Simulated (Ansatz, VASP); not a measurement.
One calculation of WC, two programs

File INCAR:

```
PREC = Accurate
ENCUT = 520
EDIFF = 1E-6
ISMEAR = 0
SIGMA = 0.15
LREAL = False
LASPH = True
NELM = 100
ALGO = Normal
ISIF = 2
LWAVE = False
LCHARG = False
GGA = PE
NBANDS = 16
```

KPOINTS

```
regular mesh
0
Gamma
  24 24 24
```

Contents of POSCAR:

```
WC
1.0
    0.0000000000      2.0914603691      2.1900108577
    2.1900108577      0.0000000000      2.1900108577
    2.1900108577      2.0914603691      0.0000000000
W C
1 1
Direct
    0.0000000000      0.0000000000      0.0000000000
    0.5000000000      0.5000000000      0.5000000000
```

Input for Ansatz:

```yaml
crystal:
  lattice:
    - [0.0, 2.0914603691, 2.1900108577]
    - [2.1900108577, 0.0, 2.1900108577]
    - [2.1900108577, 2.0914603691, 0.0]
  atoms:
    - { symbol: W, position: [0.0, 0.0, 0.0] }
    - { symbol: C, position: [0.5, 0.5, 0.5] }
basis:
  ecutwfc: 420
kpoints:
  mp_grid: { grid: [24, 24, 24] }
hamiltonian:
  xc: pbe
scf:
  occupations: { method: gaussian, width: 0.15 }
output:
  forces: true
  stress: true
  eigenvalues: true
```

Change from the starting cell: strain -0.0450 x Voigt [0, 1, 0, 0, 0, 0], atoms carried along.

Alike in both runs: task single point; functional PBE; k mesh 24 × 24 × 24; occupations gaussian, width 0.15 eV; no spin polarisation.

```csv
,VASP,Ansatz
version,VASP 6.6.1,Ansatz 0.2.0
potentials or method,"VASP PAW PBE potentials, release 64 (W_sv, C), cutoff 520 eV","scalar-relativistic, plane waves, PAW"
valence electrons in the cell,18,18
```

Ansatz gave:

```
gap on the k mesh at the Fermi level (eV)                     : none
pressure (GPa)                                                : 20.5
traceless stress, the component that is largest in VASP (GPa) : 23.57
```

Task: Estimate VASP's values.

Result: gap on the k mesh at the Fermi level (eV): none; pressure (GPa): 21.6; traceless stress, the component that is largest in VASP (GPa): 23.68.

A gap of «none» marks a metal or a gap that the smearing closes. The functional is the same, so the differences come from potentials, cutoffs and numerics.

Spin-orbit coupling is off throughout.
